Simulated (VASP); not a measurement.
## SnO2: single point with PBE

SnO2:

```
Sn O
1.0
     4.82697    0.00000    0.00000
     0.00000    4.82697    0.00000
     0.00000    0.00000    3.23870
Sn O
2 4
Direct
  0.50000 0.50000 0.50000
  0.00000 0.00000 0.00000
  0.19341 0.80659 0.50000
  0.80659 0.19341 0.50000
  0.30659 0.30659 0.00000
  0.69341 0.69341 0.00000
```

```yaml
Program: VASP 6.6.1
Task: single point
Functional: PBE
Potentials_or_basis: VASP PAW PBE potentials, release 64 (Sn_d, O)
Cutoff: 520 eV
k_mesh: 6 × 6 × 8
Occupations: gaussian, width 0.02 eV
Spin: no spin polarisation
```

* Pressure: 0.6 GPa
* Largest force: 0.018 eV/Å
* Band gap on the k mesh: 0.67 eV, direct

Forces on the atoms (eV/Å):
```
Sn   0.000  0.000  0.000
Sn   0.000  0.000  0.000
O    0.012 -0.012  0.000
O   -0.012  0.012  0.000
O   -0.012 -0.012  0.000
O    0.012  0.012  0.000
```

Stress tensor (GPa, compression positive):
```
0.53 0.00 0.00
0.00 0.53 0.00
0.00 0.00 0.77
```

Levels at points of the mesh, in eV from the valence-band top:
```
           k point  band 24  band 25  band 26  band 27  band 28  band 29
(0.00, 0.00, 0.00)    -0.74    -0.74     0.00     0.67     5.69     6.06
(0.50, 0.00, 0.00)    -1.21    -0.61    -0.61     3.88     3.88     6.80
(0.50, 0.50, 0.00)    -1.33    -0.85    -0.85     4.27     4.27     7.15
(0.00, 0.00, 0.50)    -1.53    -1.18    -1.18     5.59     5.59     9.36
(0.50, 0.00, 0.50)    -1.02    -0.75    -0.75     5.85     5.85     7.61
(0.50, 0.50, 0.50)    -0.92    -0.78    -0.78     4.35     4.35     8.61
```

Run time: 84 s on 1 thread of Intel(R) Xeon(R) Platinum 8259CL CPU @ 2.50GHz (Skylake/Cascade Lake), on a shared host, peak memory 0.24 GiB.

Caveat: spin-orbit coupling is left out, which moves the levels of the heavy elements.
